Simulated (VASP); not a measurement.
Write the native input for VASP 6.6.1 that does the following.

| Item | Value |
| --- | --- |
| Task | single point |
| Functional | PBE |
| Dispersion | D3(BJ) |
| Potentials or basis | VASP PAW PBE potentials, release 64 (As) |
| Cutoff | 500 eV |
| k mesh | 12 × 12 × 10 |
| Occupations | gaussian, width 0.1 eV |
| Spin | no spin polarisation |
| Dipole correction | no |
| Further INCAR settings | ALGO = Normal; EDIFF = 1e-06; NBANDS = 18 |

The structure of As lies in POSCAR:

```
As
1.0
    1.8679641439     -5.4136180780      0.0000000000
    1.8679641439      5.4136180780      0.0000000000
    0.0000000000      0.0000000000      4.2982038371
As
4
Direct
    0.1126587450      0.8873412550      0.0556054930
    0.8873412550      0.1126587450      0.9443945070
    0.3873412550      0.6126587450      0.5556054930
    0.6126587450      0.3873412550      0.4443945070
```

These files were run (other wordings do the same):

INCAR

```
ALGO = Normal ; EDIFF = 1E-6
ENCUT = 500 ; GGA = PE
GGA_COMPAT = F ; ISIF = 2
ISMEAR = 0 ; IVDW = 12
LASPH = T ; LCHARG = F
LREAL = F ; LWAVE = F
NBANDS = 18 ; NELM = 120
PREC = Accurate ; SIGMA = 0.1
```

KPOINTS

```
k-points
0
Gamma
  12 12 10
```

Potentials or basis: VASP PAW PBE potentials, release 64 (As).

The run is started by

```bash
$ cat potpaw_PBE.64/As/POTCAR > POTCAR
$ mpirun -np 1 vasp_std > vasp.out
```

Results of the run:

| Quantity | Value |
| --- | --- |
| Pressure | 0.3 GPa |
| Largest force | 0.061 eV/Å |
| Band gap on the k mesh | zero (band 10 reaches 5.24 eV, above the bottom of band 11 at 4.88 eV) |
| Dispersion energy per atom | -0.415 eV |

Caveat: pairwise dispersion overbinds metals, which lowers pressure and volume.

It took 2.8 min on 1 thread of AMD EPYC 9R45 96-Core Processor (Zen 5), with other jobs on the host, peak memory 0.41 GiB.
